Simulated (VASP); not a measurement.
Input of a VASP 6.6.1 run:

The input INCAR:

```
  PREC = Accurate
  ENCUT = 520
  EDIFF = 1E-6
  ISMEAR = 0
  SIGMA = 0.02
  LREAL = False
  LASPH = True
  NELM = 80
  ALGO = Normal
  ISIF = 2
  LWAVE = False
  LCHARG = False
  GGA = PS
  IVDW = 12
  NBANDS = 35
```

Contents of KPOINTS:

```
Automatic mesh
0
Gamma
  12 12 2
```

Contents of POSCAR:

```
WS2
1.0
    3.1147586697      0.0000000029      0.0000000000
   -1.5573793373      2.6974601332      0.0000000000
    0.0000000000      0.0000000000     11.7761088768
W S
2 4
Direct
    0.6666666667      0.3333333333      0.2500000000
    0.3333333333      0.6666666667      0.7500000000
    0.6666666667      0.3333333333      0.6164944155
    0.3333333333      0.6666666667      0.3835055845
    0.6666666667      0.3333333333      0.8835055845
    0.3333333333      0.6666666667      0.1164944155
```

Potentials or basis: VASP PAW PBE potentials, release 64 (W_sv, S).

Run with:

```bash
$ cat potpaw_PBE.64/W_sv/POTCAR potpaw_PBE.64/S/POTCAR > POTCAR
$ mpirun -np 1 vasp_std > vasp.out
```

Q: What does it give for the dispersion energy per atom?

A: -0.416 eV.

Q: Estimate the largest force.

A: 0.019 eV/Å.

Q: Estimate the pressure.

A: 0.2 GPa.

Q: Predict the band gap on the k mesh.

A: 0.68 eV (least direct gap 1.93 eV).

Forces on the atoms (eV/Å):
```
W    0.000  0.000  0.000
W    0.000  0.000  0.000
S    0.000  0.000 -0.019
S    0.000  0.000  0.019
S    0.000  0.000  0.019
S    0.000  0.000 -0.019
```

Caveat: the PAW data sets were made with another functional, which shifts forces and pressure a little; spin-orbit coupling is left out, which moves the levels of the heavy elements. A k mesh can miss the band edges.
